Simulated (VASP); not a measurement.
Ti, 1 atom in the cell. Symmetry: I4/mmm, No. 139, tetragonal system. Conventional cell: a = 2.871 Å, b = 2.871 Å, c = 4.364 Å, α = 90.00°, β = 90.00°, γ = 90.00°. Ti (site symmetry 4/mmm) has 12 Ti at 2.87 to 2.98 Å within 3.8 Å.  This cell differs from its parent crystal: strain +0.0750 x Voigt [0, 0, 1, 0, 0, 0].

```yaml
Program: VASP 6.6.1
Task: single point
Functional: PBEsol
Potentials_or_basis: VASP PAW PBE potentials, release 64 (Ti_sv)
Cutoff: 520 eV
k_mesh: 20 × 20 × 20
Occupations: gaussian, width 0.15 eV
Spin: no spin polarisation
Dipole_correction: no
Further_INCAR_settings: ALGO = Normal; EDIFF = 1e-06; NBANDS = 12
```

Potentials or basis: VASP PAW PBE potentials, release 64 (Ti_sv).

The run is started by

```console
$ cat potpaw_PBE.64/Ti_sv/POTCAR > POTCAR
$ mpirun -np 1 vasp_std > vasp.out
```

Hardware: 1 thread of AMD EPYC 7R13 Processor (Zen 3) (shared host).

**Question.** Estimate the wall time of this run.

**Answer.** Wall time 110 s on 1 thread of AMD EPYC 7R13 Processor (Zen 3), on a shared host, peak memory 0.22 GiB. Counts: scf iterations 13, k points 641.
